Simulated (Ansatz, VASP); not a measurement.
BaZrO3: VASP beside Ansatz

Contents of INCAR:

```
  PREC = Accurate
  ENCUT = 520
  EDIFF = 1E-6
  ISMEAR = 0
  SIGMA = 0.01
  LREAL = F
  LASPH = T
  NELM = 80
  ALGO = Normal
  ISIF = 2
  LWAVE = F
  LCHARG = T
  GGA = PE
  LELF = T
  LVHAR = T
  NBANDS = 28
```

File KPOINTS:

```
regular mesh
0
Gamma
  6 6 6
```

POSCAR

```
BaZrO3
1.0
    4.2464955356      0.0000000000      0.0000000000
    0.0000000000      4.2464955356      0.0000000000
    0.0000000000      0.0000000000      4.2464955356
Ba Zr O
1 1 3
Direct
    0.0000000000      0.0000000000      0.0000000000
    0.5000000000      0.5000000000      0.5000000000
    0.0000000000      0.5000000000      0.5000000000
    0.5000000000      0.0000000000      0.5000000000
    0.5000000000      0.5000000000      0.0000000000
```

Input for Ansatz:

```yaml
crystal:
  lattice:
    - [4.246495535607662, 0.0, 0.0]
    - [0.0, 4.246495535607662, 0.0]
    - [0.0, 0.0, 4.246495535607662]
  atoms:
    - { symbol: Ba, position: [0.0, 0.0, 0.0] }
    - { symbol: Zr, position: [0.5, 0.5, 0.5] }
    - { symbol: O, position: [0.0, 0.5, 0.5] }
    - { symbol: O, position: [0.5, 0.0, 0.5] }
    - { symbol: O, position: [0.5, 0.5, 0.0] }
basis:
  ecutwfc: 470.0
kpoints:
  mp_grid:
    grid: [6, 6, 6]
hamiltonian:
  xc: pbe
scf:
  occupations:
    method: fixed
output:
  stress: true
```

Alike in both runs: task single point; functional PBE; k mesh 6 × 6 × 6; no spin polarisation.

|  | VASP | Ansatz |
| --- | --- | --- |
| version | VASP 6.6.1 | Ansatz 0.2.0 |
| potentials or method | VASP PAW PBE potentials, release 64 (Ba_sv, Zr_sv, O), cutoff 520 eV | plane waves, PAW |
| occupations | gaussian, width 0.01 eV | fixed |
| valence electrons in the cell | 40 | 40 |

VASP gave:

| Property | Result |
| --- | --- |
| pressure (GPa) | -1.1 |

Task: Which values does Ansatz return?

Result: Pressure (GPa): -2.0.

Neither program's run includes spin-orbit coupling.
